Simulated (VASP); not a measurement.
# Li (P2_13) in VASP: single point with PBE

Aim: the single point of Li with PBE.

All numbers are computed with VASP 6.6.1; they aren't measurements. Logs are shortened: lines on timing, memory, paths and dates and some standing lists are left out, and cuts for length are marked.

### Step 1. The cell of the first run

Symmetry: P2_13, No. 198, cubic system. The conventional cell has a = 4.454 Å, b = 4.454 Å, c = 4.454 Å, α = 90.00°, β = 90.00°, γ = 90.00°. Li (site symmetry 3) has 6 Li at 2.73 Å within 3.6 Å.

### Step 2. Single point, PBE

Input file INCAR:

```
PREC = Accurate
ENCUT = 520
EDIFF = 1E-6
ISMEAR = -1
SIGMA = 0.2
LREAL = F
LASPH = T
NELM = 60
ALGO = Normal
ISIF = 2
LWAVE = F
LCHARG = T
GGA = PE
LELF = T
LVHAR = T
NBANDS = 14
```

Input file KPOINTS:

```
Automatic mesh
0
Gamma
  5 5 5
  0.5 0.5 0.5
```

Input file POSCAR:

```
Li
1.0
    4.4544403300      0.0000000000      0.0000000000
    0.0000000000      4.4544403300      0.0000000000
    0.0000000000      0.0000000000      4.4544403300
Li
4
Direct
    0.8745680000      0.1254320000      0.6254320000
    0.3745680000      0.3745680000      0.3745680000
    0.1254320000      0.6254320000      0.8745680000
    0.6254320000      0.8745680000      0.1254320000
```

Potentials or basis: VASP PAW PBE potentials, release 64 (Li_sv).

Run with:

```sh
cat potpaw_PBE.64/Li_sv/POTCAR > POTCAR
mpirun -np 1 vasp_std > vasp.out
```

OUTCAR:

```text
PREC = Accurate
   ENCUT = 520
   EDIFF = 1E-6
   ISMEAR = -1
   LREAL = F
   LASPH = T
   NELM = 60
   ISIF = 2
   GGA = PE

 ion  position               nearest neighbor table
   1  0.875  0.125  0.625-
   2  0.375  0.375  0.375-
   3  0.125  0.625  0.875-
   4  0.625  0.875  0.125-

  LATTYP: Found a simple cubic cell.
 ALAT       =     4.4544403300

  Lattice vectors:

 A1 = (   4.4544403300,   0.0000000000,   0.0000000000)
 A2 = (   0.0000000000,   4.4544403300,   0.0000000000)
 A3 = (   0.0000000000,   0.0000000000,   4.4544403300)

Analysis of symmetry for initial positions (statically):
=====================================================================
 Subroutine PRICEL returns:
 Original cell was already a primitive cell.

 Routine SETGRP: Setting up the symmetry group for a
 simple cubic supercell.

 Subroutine GETGRP returns: Found 12 space group operations
 (whereof  3 operations were pure point group operations)
 out of a pool of 48 trial point group operations.

The static configuration has the point symmetry C_3 .
 The point group associated with its full space group is T   .

Analysis of symmetry for dynamics (positions and initial velocities):
=====================================================================
 Subroutine PRICEL returns:
 Original cell was already a primitive cell.

 Routine SETGRP: Setting up the symmetry group for a
 simple cubic supercell.

 Subroutine GETGRP returns: Found 12 space group operations
 (whereof  3 operations were pure point group operations)
 out of a pool of 48 trial point group operations.

The dynamic configuration has the point symmetry C_3 .
 The point group associated with its full space group is T   .

 Subroutine INISYM returns: Found 12 space group operations
 (whereof  3 operations are pure point group operations),
 and found     1 'primitive' translations

----------------------------------------------------------------------------------------

                                     Primitive cell

  volume of cell :      88.3852

  direct lattice vectors                    reciprocal lattice vectors
     4.454440330  0.000000000  0.000000000     0.224495094  0.000000000  0.000000000
     0.000000000  4.454440330  0.000000000     0.000000000  0.224495094  0.000000000
     0.000000000  0.000000000  4.454440330     0.000000000  0.000000000  0.224495094

  length of vectors
     4.454440330  4.454440330  4.454440330     0.224495094  0.224495094  0.224495094

  position of ions in fractional coordinates (direct lattice)
     0.874568000  0.125432000  0.625432000
     0.374568000  0.374568000  0.374568000
     0.125432000  0.625432000  0.874568000
     0.625432000  0.874568000  0.125432000

  ion indices of the primitive-cell ions
   primitive index   ion index
                 1           1
                 2           2
                 3           3
                 4           4

----------------------------------------------------------------------------------------

 KPOINTS: Automatic mesh

Automatic generation of k-mesh.
 Grid dimensions read from file:
 generate k-points for:    5    5    5

 Generating k-lattice:

  Cartesian coordinates                     Fractional coordinates (reciprocal lattice)
     0.044899019  0.000000000  0.000000000     0.200000000  0.000000000  0.000000000
     0.000000000  0.044899019  0.000000000     0.000000000  0.200000000  0.000000000
     0.000000000  0.000000000  0.044899019     0.000000000  0.000000000  0.200000000

  Length of vectors
     0.044899019  0.044899019  0.044899019

  Shift w.r.t. Gamma in fractional coordinates (k-lattice)
     0.500000000  0.500000000  0.500000000

 Subroutine IBZKPT returns following result:
 ===========================================

 Found     11 irreducible k-points:

 Following reciprocal coordinates:
            Coordinates               Weight
  0.100000  0.100000  0.100000      8.000000
  0.300000  0.100000  0.100000     24.000000
  0.500000  0.100000  0.100000     12.000000
  0.300000  0.300000  0.100000     24.000000
  0.500000  0.300000  0.100000     12.000000
 -0.300000  0.500000  0.100000     12.000000
  0.500000  0.500000  0.100000      6.000000
  0.300000  0.300000  0.300000      8.000000
  0.500000  0.300000  0.300000     12.000000
  0.500000  0.500000  0.300000      6.000000
  0.500000  0.500000  0.500000      1.000000
   k-points           NKPTS =     11   k-points in BZ     NKDIM =     11   number of bands    NBANDS=     14
   number of dos      NEDOS =    301   number of ions     NIONS =      4
   total plane-waves  NPLWV =  46656
   dimension x,y,z NGX =    36 NGY =   36 NGZ =   36
   dimension x,y,z NGXF=    72 NGYF=   72 NGZF=   72
   ions per type =               4
   NGX,Y,Z   is equivalent  to a cutoff of  13.44, 13.44, 13.44 a.u.
   NGXF,Y,Z  is equivalent  to a cutoff of  26.87, 26.87, 26.87 a.u.
 SYSTEM =  unknown system
   PREC   = accura    normal or accurate (medium, high low for compatibility)
   ISTART =      0    job   : 0-new  1-cont  2-samecut
   ICHARG =      2    charge: 1-file 2-atom 10-const
   ISPIN  =      1    spin polarized calculation?
   LNONCOLLINEAR =      F non collinear calculations
   LSORBIT =      F    spin-orbit coupling
   LASPH  =      T    aspherical Exc in radial PAW
   ENCUT  =  520.0 eV  38.22 Ry    6.18 a.u.   8.28  8.28  8.28*2*pi/ulx,y,z
   NELM   =     60;   NELMIN=  2; NELMDL= -5     # of ELM steps
   EDIFF  = 0.1E-05   stopping-criterion for ELM
   LREAL  =      F    real-space projection
   EDIFFG = 0.1E-04   stopping-criterion for IOM
   NSW    =      0    number of steps for IOM
   IBRION =     -1    ionic relax: 0-MD 1-quasi-New 2-CG
   NFREE  =      0    steps in history (QN), initial steepest desc. (CG)
   ISIF   =      2    stress and relaxation
   ISYM   =      2    0-nonsym 1-usesym 2-fastsym
   POTIM  = 0.5000    time-step for ionic-motion
   TEBEG  =    0.0;   TEEND  =   0.0 temperature during run
   PSTRESS=    0.0 pullay stress
   NELECT =      12.0000    total number of electrons
   NUPDOWN=      -1.0000    fix difference up-down
   EMIN   =  10.00;   EMAX   =-10.00  energy-range for DOS
   EFERMI =   0.00;   METHOD = LEGACY
   ISMEAR =    -1;   SIGMA  =   0.20  broadening in eV -4-tet -1-fermi 0-gaus
   EFERMI_NEDOS =   21; number of points for ismear=-14 and -15
   IALGO  =     38    algorithm
   IMIX   =      4    mixing-type and parameters
     AMIX     =   0.40;   BMIX     =  1.00
     AMIX_MAG =   1.60;   BMIX_MAG =  1.00
  volume/ion in A,a.u.               =      22.10       149.11
  Fermi-wavevector in a.u.,A,eV,Ry     =   0.841412  1.590038  9.632576  0.707974
  Thomas-Fermi vector in A             =   1.955952
   LORBIT       =      0    0 simple, 1 ext, 2 COOP (PROOUT), +10 PAW based schemes
   GGA     = PE    functional components
   LHFCALC =     F    Hartree Fock is set to
   AEXX    =    0.0000 exact exchange contribution
   IVDW    =     0    specifies the selected vdW correction
   LEPSILON=     F    determine dielectric tensor
   LRPA    =     F    only Hartree local field effects (RPA)
 non-spin polarized calculation
  energy-cutoff  :      520.00
  volume of cell :       88.39
 maximum number of plane-waves:      2400
 NGX is ok and might be reduce to    36
   NGX = 17   NGY = 17   NGZ = 17

 number of electron      12.0000026 magnetization

 Free energy of the ion-electron system (eV)
  ---------------------------------------------------
  ext. energy  EPLUGINS =         0.00000000
  ---------------------------------------------------
  free energy    TOTEN  =        -6.67520058 eV

  energy without entropy =       -6.46409498  energy(sigma->0) =       -6.56964778

 E-fermi :   0.4595     XC(G=0):  -6.8274

 val. band max:        0.4034524435   @ k =   0.3000   0.3000   0.3000
 cond. band min:       0.6172738886   @ k =   0.5000   0.5000   0.3000
 fundamental gap:      0.2138214451
 Fermi energy:         0.4594635597

 k-point     1 :       0.1000    0.1000    0.1000
  band No.  band energies     occupation
      1     -46.6823      2.00000
      2     -46.6498      2.00000
      3     -46.6440      2.00000
      4     -46.6396      2.00000
      5      -2.8412      2.00000
      6       1.6267      0.00582
      7       1.7737      0.00280
      8       2.0338      0.00076
      9       3.3791      0.00000
     10       3.9823      0.00000
     11       4.4683      0.00000
     12       7.1342      0.00000
     13       7.6565      0.00000
     14       7.6903      0.00000

 k-point     2 :       0.3000    0.1000    0.1000
  band No.  band energies     occupation
      1     -46.6767      2.00000
      2     -46.6572      2.00000
      3     -46.6428      2.00000
      4     -46.6387      2.00000
      5      -2.3827      2.00000
      6      -0.0686      1.86680
      7       2.0948      0.00056
      8       2.2950      0.00021
      9       3.4160      0.00000
     10       4.2062      0.00000
     11       5.8240      0.00000
     12       5.9550      0.00000
     13       7.0126      0.00000
     14       7.6388      0.00000

 k-point     3 :       0.5000    0.1000    0.1000
  band No.  band energies     occupation
      1     -46.6674      2.00000
      2     -46.6674      2.00000
      3     -46.6403      2.00000
      4     -46.6403      2.00000
      5      -1.4594      1.99986
      6      -1.4594      1.99986
      7       2.5422      0.00006
      8       2.5422      0.00006
      9       3.5593      0.00000
     10       3.5593      0.00000
     11       6.0344      0.00000
     12       6.0344      0.00000
     13       6.7331      0.00000
     14       6.7331      0.00000
[... 103 lines left out ...]
 k-point    10 :       0.5000    0.5000    0.3000
  band No.  band energies     occupation
      1     -46.6597      2.00000
      2     -46.6597      2.00000
      3     -46.6479      2.00000
      4     -46.6479      2.00000
      5       0.0073      1.81113
      6       0.0073      1.81113
      7       0.6173      0.62474
      8       0.6173      0.62474
      9       3.0758      0.00000
     10       3.0758      0.00000
     11       3.1803      0.00000
     12       3.1803      0.00000
     13      10.7211      0.00000
     14      10.7218      0.00000

 k-point    11 :       0.5000    0.5000    0.5000
  band No.  band energies     occupation
      1     -46.6537      2.00000
      2     -46.6537      2.00000
      3     -46.6537      2.00000
      4     -46.6537      2.00000
      5       0.6670      0.52314
      6       0.6670      0.52314
      7       0.6670      0.52314
      8       0.6670      0.52314
      9       2.3495      0.00016
     10       2.3495      0.00016
     11       2.3495      0.00016
     12       2.3495      0.00016
     13      12.4110      0.00000
     14      12.4110      0.00000

------------------------ aborting loop because EDIFF is reached ----------------------------------------

  FORCE on cell =-STRESS in cart. coord.  units (eV):
  Direction    XX          YY          ZZ          XY          YZ          ZX
  --------------------------------------------------------------------------------------
  -------------------------------------------------------------------------------------
  Total        0.0603933      0.0603933      0.0603933     -0.0000000      0.0000000      0.0000000
  in kB        1.0947624      1.0947624      1.0947624     -0.0000000      0.0000000      0.0000000
  external PRESSURE =       1.0947624 kB  Pullay stress =       0.0000000 kB

 VOLUME and BASIS-vectors are now :
 -----------------------------------------------------------------------------
  energy-cutoff  :      520.00
  volume of cell :       88.39
      direct lattice vectors                 reciprocal lattice vectors
     4.454440330  0.000000000  0.000000000     0.224495094  0.000000000  0.000000000
     0.000000000  4.454440330  0.000000000     0.000000000  0.224495094  0.000000000
     0.000000000  0.000000000  4.454440330     0.000000000  0.000000000  0.224495094

 POSITION                                       TOTAL-FORCE (eV/Angst)
 -----------------------------------------------------------------------------------
      3.89571      0.55873      2.78595        -0.002659      0.002659      0.002659
      1.66849      1.66849      1.66849        -0.002659     -0.002659     -0.002659
      0.55873      2.78595      3.89571         0.002659      0.002659     -0.002659
      2.78595      3.89571      0.55873         0.002659     -0.002659      0.002659
 -----------------------------------------------------------------------------------
    total drift:                               -0.000000     -0.000000      0.000000

  FREE ENERGIE OF THE ION-ELECTRON SYSTEM (eV)
  ---------------------------------------------------
  free  energy   TOTEN  =        -6.6752005846 eV

  energy  without entropy=       -6.4640949844  energy(sigma->0) =       -6.56964778
```

Wall time 12 s (1 thread of Intel Xeon 6975P-C, shared host); peak memory 0.18 GiB.

What came out:

| Property | Result |
| --- | --- |
| Free energy | -6.6752 eV |
| Largest force | 0.005 eV/Å |
| Band gap on the k mesh | zero (band 6 reaches 1.63 eV, above the bottom of band 7 at 0.35 eV) |

Forces on the atoms (eV/Å):
```
Li  -0.003  0.003  0.003
Li  -0.003 -0.003 -0.003
Li   0.003  0.003 -0.003
Li   0.003 -0.003  0.003
```

Levels at points of the mesh, in eV from the Fermi level:
```
           k point  band 3  band 4  band 5  band 6  band 7  band 8  band 9  band 10
(0.50, 0.50, 0.50)  -47.11  -47.11    0.21    0.21    0.21    0.21    1.89     1.89
```

Caveat: the cutoff is under 1.25 times the usual one of these potentials, so pressure, stress and relaxed cells hold a basis-set (Pulay) error.
